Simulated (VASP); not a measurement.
# TiAl (P4/mmm) in VASP: electric field gradients with r2SCAN

Aim: the electric field gradients of TiAl with r2SCAN.

Program: VASP 6.6.1. These are calculated values, not measurements. Logs are shortened: lines on timing, memory, paths and dates and some standing lists are left out, and cuts for length are marked.

### 1 The cell of the first run

Symmetry: P4/mmm, No. 123, tetragonal system. The conventional cell has a = 2.837 Å, b = 2.837 Å, c = 4.059 Å, α = 90.00°, β = 90.00°, γ = 90.00°. Ti (site symmetry 4/mmm) has 4 Ti at 2.84 Å and 8 Al at 2.85 Å within 3.7 Å. Al (site symmetry 4/mmm) has 4 Al at 2.84 Å and 8 Ti at 2.85 Å within 3.7 Å.

### 2 Electric field gradients, r2SCAN

Contents of POSCAR:

```
TiAl
1.0
    2.8373000000      0.0000000000      0.0000000000
    0.0000000000      2.8373000000      0.0000000000
    0.0000000000      0.0000000000      4.0591000000
Ti Al
1 1
Direct
    0.0000000000      0.0000000000      0.0000000000
    0.5000000000      0.5000000000      0.5000000000
```

Contents of INCAR.step1:

```
ALGO = Normal
EDIFF = 1E-4
ENCUT = 520
GGA = PE
ISMEAR = -1
LASPH = True
LCHARG = False
LREAL = False
LWAVE = True
NBANDS = 14
NELM = 80
PREC = Accurate
SIGMA = 0.05
```

Contents of INCAR.step2:

```
ALGO = Normal
EDIFF = 1E-8
ENCUT = 520
ISIF = 2
ISMEAR = -1
ISTART = 1
LASPH = True
LCHARG = False
LEFG = True
LMIXTAU = True
LREAL = False
LWAVE = False
METAGGA = R2SCAN
NBANDS = 14
NELM = 80
PREC = Accurate
SIGMA = 0.05
```

Contents of KPOINTS:

```
k-points
0
Gamma
  12 12 8
```

Potentials or basis: VASP PAW PBE potentials, release 64 (Ti_sv, Al).

On the command line:

```
$ cat potpaw_PBE.64/Ti_sv/POTCAR potpaw_PBE.64/Al/POTCAR > POTCAR
$ cp INCAR.step1 INCAR
$ mpirun -np 1 vasp_std > vasp.out
$ cp INCAR.step2 INCAR
$ mpirun -np 1 vasp_std > vasp.out
```

OUTCAR:

```text
EDIFF = 1E-8
   ENCUT = 520
   ISIF = 2
   ISMEAR = -1
   ISTART = 1
   LASPH = True
   LREAL = False
   METAGGA = R2SCAN
   NELM = 80
   PREC = Accurate

 ion  position               nearest neighbor table
   1  0.000  0.000  0.000-   2 2.85   2 2.85   2 2.85   2 2.85   2 2.85   2 2.85   2 2.85   2 2.85

   2  0.500  0.500  0.500-   1 2.85   1 2.85   1 2.85   1 2.85   1 2.85   1 2.85   1 2.85   1 2.85

  LATTYP: Found a simple tetragonal cell.
 ALAT       =     2.8373000000
 C/A-ratio  =     1.4306206605

  Lattice vectors:

 A1 = (   2.8373000000,   0.0000000000,   0.0000000000)
 A2 = (   0.0000000000,   2.8373000000,   0.0000000000)
 A3 = (   0.0000000000,   0.0000000000,   4.0591000000)

Analysis of symmetry for initial positions (statically):
=====================================================================
 Subroutine PRICEL returns:
 Original cell was already a primitive cell.

 Routine SETGRP: Setting up the symmetry group for a
 simple tetragonal supercell.

 Subroutine GETGRP returns: Found 16 space group operations
 (whereof 16 operations were pure point group operations)
 out of a pool of 16 trial point group operations.

The static configuration has the point symmetry D_4h.

Analysis of symmetry for dynamics (positions and initial velocities):
=====================================================================
 Subroutine PRICEL returns:
 Original cell was already a primitive cell.

 Routine SETGRP: Setting up the symmetry group for a
 simple tetragonal supercell.

 Subroutine GETGRP returns: Found 16 space group operations
 (whereof 16 operations were pure point group operations)
 out of a pool of 16 trial point group operations.

The dynamic configuration has the point symmetry D_4h.

 Subroutine INISYM returns: Found 16 space group operations
 (whereof 16 operations are pure point group operations),
 and found     1 'primitive' translations

----------------------------------------------------------------------------------------

                                     Primitive cell

  volume of cell :      32.6769

  direct lattice vectors                    reciprocal lattice vectors
     2.837300000  0.000000000  0.000000000     0.352447750  0.000000000  0.000000000
     0.000000000  2.837300000  0.000000000     0.000000000  0.352447750  0.000000000
     0.000000000  0.000000000  4.059100000     0.000000000  0.000000000  0.246360031

  length of vectors
     2.837300000  2.837300000  4.059100000     0.352447750  0.352447750  0.246360031

  position of ions in fractional coordinates (direct lattice)
     0.000000000  0.000000000  0.000000000
     0.500000000  0.500000000  0.500000000

  ion indices of the primitive-cell ions
   primitive index   ion index
                 1           1
                 2           2

----------------------------------------------------------------------------------------

 KPOINTS: k-points

Automatic generation of k-mesh.
 Grid dimensions read from file:
 generate k-points for:   12   12    8

 Generating k-lattice:

  Cartesian coordinates                     Fractional coordinates (reciprocal lattice)
     0.029370646  0.000000000  0.000000000     0.083333333  0.000000000  0.000000000
     0.000000000  0.029370646  0.000000000     0.000000000  0.083333333  0.000000000
     0.000000000  0.000000000  0.030795004     0.000000000  0.000000000  0.125000000

  Length of vectors
     0.029370646  0.029370646  0.030795004

  Shift w.r.t. Gamma in fractional coordinates (k-lattice)
     0.000000000  0.000000000  0.000000000

 Subroutine IBZKPT returns following result:
 ===========================================

 Found    140 irreducible k-points:

 Following reciprocal coordinates:
            Coordinates               Weight
  0.000000  0.000000  0.000000      1.000000
  0.083333  0.000000  0.000000      4.000000
  0.166667  0.000000  0.000000      4.000000
  0.250000  0.000000  0.000000      4.000000
  0.333333  0.000000  0.000000      4.000000
  0.416667  0.000000  0.000000      4.000000
[... 16 lines left out ...]
  0.333333  0.333333  0.000000      4.000000
  0.416667  0.333333  0.000000      8.000000
 [... further k-points ...]
   k-points           NKPTS =    140   k-points in BZ     NKDIM =    140   number of bands    NBANDS=     14
   number of dos      NEDOS =    301   number of ions     NIONS =      2
   total plane-waves  NPLWV =  17280
   dimension x,y,z NGX =    24 NGY =   24 NGZ =   30
   dimension x,y,z NGXF=    48 NGYF=   48 NGZF=   60
   ions per type =               1   1
   NGX,Y,Z   is equivalent  to a cutoff of  14.06, 14.06, 12.29 a.u.
   NGXF,Y,Z  is equivalent  to a cutoff of  28.12, 28.12, 24.57 a.u.
 SYSTEM =  unknown system
   PREC   = accura    normal or accurate (medium, high low for compatibility)
   ISTART =      1    job   : 0-new  1-cont  2-samecut
   ICHARG =      0    charge: 1-file 2-atom 10-const
   ISPIN  =      1    spin polarized calculation?
   LNONCOLLINEAR =      F non collinear calculations
   LSORBIT =      F    spin-orbit coupling
   LASPH  =      T    aspherical Exc in radial PAW
   ENCUT  =  520.0 eV  38.22 Ry    6.18 a.u.   5.28  5.28  7.55*2*pi/ulx,y,z
   NELM   =     80;   NELMIN=  2; NELMDL=  0     # of ELM steps
   EDIFF  = 0.1E-07   stopping-criterion for ELM
   LREAL  =      F    real-space projection
   EDIFFG = 0.1E-06   stopping-criterion for IOM
   NSW    =      0    number of steps for IOM
   IBRION =     -1    ionic relax: 0-MD 1-quasi-New 2-CG
   NFREE  =      0    steps in history (QN), initial steepest desc. (CG)
   ISIF   =      2    stress and relaxation
   ISYM   =      2    0-nonsym 1-usesym 2-fastsym
   POTIM  = 0.5000    time-step for ionic-motion
   TEBEG  =    0.0;   TEEND  =   0.0 temperature during run
   PSTRESS=    0.0 pullay stress
   NELECT =      15.0000    total number of electrons
   NUPDOWN=      -1.0000    fix difference up-down
   EMIN   =  10.00;   EMAX   =-10.00  energy-range for DOS
   EFERMI =   0.00;   METHOD = LEGACY
   ISMEAR =    -1;   SIGMA  =   0.05  broadening in eV -4-tet -1-fermi 0-gaus
   EFERMI_NEDOS =   21; number of points for ismear=-14 and -15
   IALGO  =     38    algorithm
   IMIX   =      4    mixing-type and parameters
     AMIX     =   0.40;   BMIX     =  1.00
     AMIX_MAG =   1.60;   BMIX_MAG =  1.00
  volume/ion in A,a.u.               =      16.34       110.26
  Fermi-wavevector in a.u.,A,eV,Ry     =   1.262870  2.386477 21.699109  1.594840
  Thomas-Fermi vector in A             =   2.396256
   LORBIT       =      0    0 simple, 1 ext, 2 COOP (PROOUT), +10 PAW based schemes
   METAGGA = R2SCAN    functional components
   LHFCALC =     F    Hartree Fock is set to
   AEXX    =    0.0000 exact exchange contribution
   IVDW    =     0    specifies the selected vdW correction
   LEPSILON=     F    determine dielectric tensor
   LRPA    =     F    only Hartree local field effects (RPA)
 non-spin polarized calculation
  energy-cutoff  :      520.00
  volume of cell :       32.68
 maximum number of plane-waves:       896
 NGX is ok and might be reduce to    24
   NGX = 11   NGY = 11   NGZ = 15

 number of electron      15.0000002 magnetization

 Free energy of the ion-electron system (eV)
  ---------------------------------------------------
  ext. energy  EPLUGINS =         0.00000000
  ---------------------------------------------------
  free energy    TOTEN  =       -20.59715113 eV

  energy without entropy =      -20.58563448  energy(sigma->0) =      -20.59139281

 E-fermi :   8.2418     XC(G=0): -11.8148

 val. band max:        8.2381764269   @ k =   0.4167   0.4167   0.0000
 cond. band min:       8.2559302521   @ k =   0.3333   0.2500   0.1250
 fundamental gap:      0.0177538253
 Fermi energy:         8.2418237536

 k-point     1 :       0.0000    0.0000    0.0000
  band No.  band energies     occupation
      1     -50.7423      2.00000
      2     -26.1093      2.00000
      3     -25.6448      2.00000
      4     -25.6448      2.00000
      5      -1.2847      2.00000
      6       6.3273      2.00000
      7       7.3046      2.00000
      8       7.8309      1.99946
      9      10.5678      0.00000
     10      10.5678      0.00000
     11      11.8748      0.00000
     12      14.8291      0.00000
     13      17.0052      0.00000
     14      17.0052      0.00000

 k-point     2 :       0.0833    0.0000    0.0000
  band No.  band energies     occupation
      1     -50.7384      2.00000
      2     -26.1054      2.00000
      3     -25.6778      2.00000
      4     -25.6420      2.00000
      5      -1.1417      2.00000
      6       6.4402      2.00000
      7       7.3539      2.00000
      8       7.7182      1.99994
      9      10.5913      0.00000
     10      10.7147      0.00000
     11      11.7363      0.00000
     12      14.8167      0.00000
     13      15.2866      0.00000
     14      17.1927      0.00000

 k-point     3 :       0.1667    0.0000    0.0000
  band No.  band energies     occupation
      1     -50.7278      2.00000
      2     -26.0948      2.00000
      3     -25.7673      2.00000
      4     -25.6345      2.00000
      5      -0.7180      2.00000
      6       6.7374      2.00000
      7       7.4312      2.00000
      8       7.4394      2.00000
      9      10.6561      0.00000
     10      11.1149      0.00000
     11      11.3904      0.00000
     12      13.3569      0.00000
     13      14.8049      0.00000
     14      17.7068      0.00000
[... 324 lines left out ...]
 k-point    23 :       0.3333    0.3333    0.0000
  band No.  band energies     occupation
      1     -50.6563      2.00000
      2     -26.0246      2.00000
      3     -25.9666      2.00000
      4     -25.9554      2.00000
      5       2.8508      2.00000
      6       6.7965      2.00000
      7       7.5505      2.00000
      8       7.9313      1.99599
      9       8.6459      0.00062
     10       9.8366      0.00000
     11      11.8162      0.00000
     12      14.1267      0.00000
     13      14.9921      0.00000
     14      16.0910      0.00000

 k-point    24 :       0.4167    0.3333    0.0000
  band No.  band energies     occupation
      1     -50.6459      2.00000
      2     -26.0438      2.00000
      3     -26.0145      2.00000
      4     -25.9496      2.00000
      5       3.7984      2.00000
      6       6.1657      2.00000
      7       7.6155      1.99999
      8       8.0208      1.97622
      9       8.5374      0.00540
     10       9.5475      0.00000
     11      12.0648      0.00000
     12      14.4509      0.00000
     13      15.2252      0.00000
     14      15.9883      0.00000

 [... further k-points ...]

------------------------ aborting loop because EDIFF is reached ----------------------------------------

  FORCE on cell =-STRESS in cart. coord.  units (eV):
  Direction    XX          YY          ZZ          XY          YZ          ZX
  --------------------------------------------------------------------------------------
  -------------------------------------------------------------------------------------
  Total       -0.4465372     -0.4465372     -0.3027307      0.0000000      0.0000000      0.0000000
  in kB      -21.8941430    -21.8941430    -14.8431740      0.0000000      0.0000000      0.0000000
  external PRESSURE =     -19.5438200 kB  Pullay stress =       0.0000000 kB

 VOLUME and BASIS-vectors are now :
 -----------------------------------------------------------------------------
  energy-cutoff  :      520.00
  volume of cell :       32.68
      direct lattice vectors                 reciprocal lattice vectors
     2.837300000  0.000000000  0.000000000     0.352447750  0.000000000  0.000000000
     0.000000000  2.837300000  0.000000000     0.000000000  0.352447750  0.000000000
     0.000000000  0.000000000  4.059100000     0.000000000  0.000000000  0.246360031

 POSITION                                       TOTAL-FORCE (eV/Angst)
 -----------------------------------------------------------------------------------
      0.00000      0.00000      0.00000         0.000000      0.000000      0.000000
      1.41865      1.41865      2.02955         0.000000      0.000000      0.000000
 -----------------------------------------------------------------------------------
    total drift:                                0.000000      0.000000      0.000000

  FREE ENERGIE OF THE ION-ELECTRON SYSTEM (eV)
  ---------------------------------------------------
  free  energy   TOTEN  =       -20.5971511282 eV

  energy  without entropy=      -20.5856344819  energy(sigma->0) =      -20.59139281

 Electric field gradients (V/A^2)
---------------------------------------------------------------------
 ion       V_xx      V_yy      V_zz      V_xy      V_xz      V_yz
---------------------------------------------------------------------
   1     -11.966   -11.966    23.932    -0.000    -0.000     0.000
   2      11.668    11.668   -23.336     0.000    -0.000     0.000
---------------------------------------------------------------------

 Electric field gradients after diagonalization (V/A^2)
 (convention: |V_zz| > |V_xx| > |V_yy|)
----------------------------------------------------------------------
 ion       V_xx      V_yy      V_zz     asymmetry (V_yy - V_xx)/ V_zz
----------------------------------------------------------------------
   1     -11.966   -11.966    23.932       0.000
   2      11.668    11.668   -23.336       0.000
----------------------------------------------------------------------

           NMR quadrupolar parameters

 Cq : quadrupolar parameter    Cq=e*Q*V_zz/h
 eta: asymmetry parameters     (V_yy - V_xx)/ V_zz
 Q  : nuclear electric quadrupole moment in mb (millibarn)
----------------------------------------------------------------------
 ion       Cq(MHz)       eta       Q (mb)
----------------------------------------------------------------------
   1       0.058       0.000       1.000
   2      -0.056       0.000       1.000
----------------------------------------------------------------------
```

Run time: 2.5 min. Hardware: 1 thread of Intel Xeon Platinum 8559C (Emerald Rapids), shared host; peak memory 0.2 GiB.

What came out:

* Free energy: -20.5972 eV
* Pressure: -2.0 GPa
* Band gap on the k mesh: zero (an odd number of electrons rules out a gap without spin polarisation)
* Largest electric field gradient by atom: Ti +23.9; Al -23.3 V/Å²

Levels at points of the mesh, in eV from the Fermi level:
| k point | band 5 | band 6 | band 7 | band 8 | band 9 | band 10 | band 11 | band 12 |
| --- | --- | --- | --- | --- | --- | --- | --- | --- |
| (0.00, 0.00, 0.00) | -9.53 | -1.91 | -0.94 | -0.41 | 2.33 | 2.33 | 3.63 | 6.59 |
| (0.50, 0.00, 0.00) | -4.83 | -4.83 | -1.72 | -0.24 | 2.03 | 2.69 | 4.48 | 5.33 |
| (0.50, 0.50, 0.00) | -3.26 | -0.61 | -0.61 | -0.40 | -0.15 | -0.15 | 4.26 | 5.50 |
| (0.00, 0.00, 0.50) | -7.97 | -5.60 | -0.75 | 0.85 | 1.94 | 1.94 | 3.65 | 8.22 |
| (0.50, 0.00, 0.50) | -5.10 | -3.21 | -1.40 | -1.29 | 1.61 | 2.08 | 2.45 | 4.13 |
| (0.50, 0.50, 0.50) | -2.55 | -2.38 | -2.38 | 2.06 | 2.37 | 2.69 | 4.20 | 4.20 |

Electric field gradients, principal values (V/Å²):
```csv
atom,least,middle,greatest (by size)
1 Ti,-11.966,-11.966,23.932
2 Al,11.668,11.668,-23.336
```

Caveat: without QUAD_EFG the Cq values of the log hold for a quadrupole moment of 1 mb, not for the nuclei; the PAW data sets were made with another functional, which shifts forces and pressure a little.
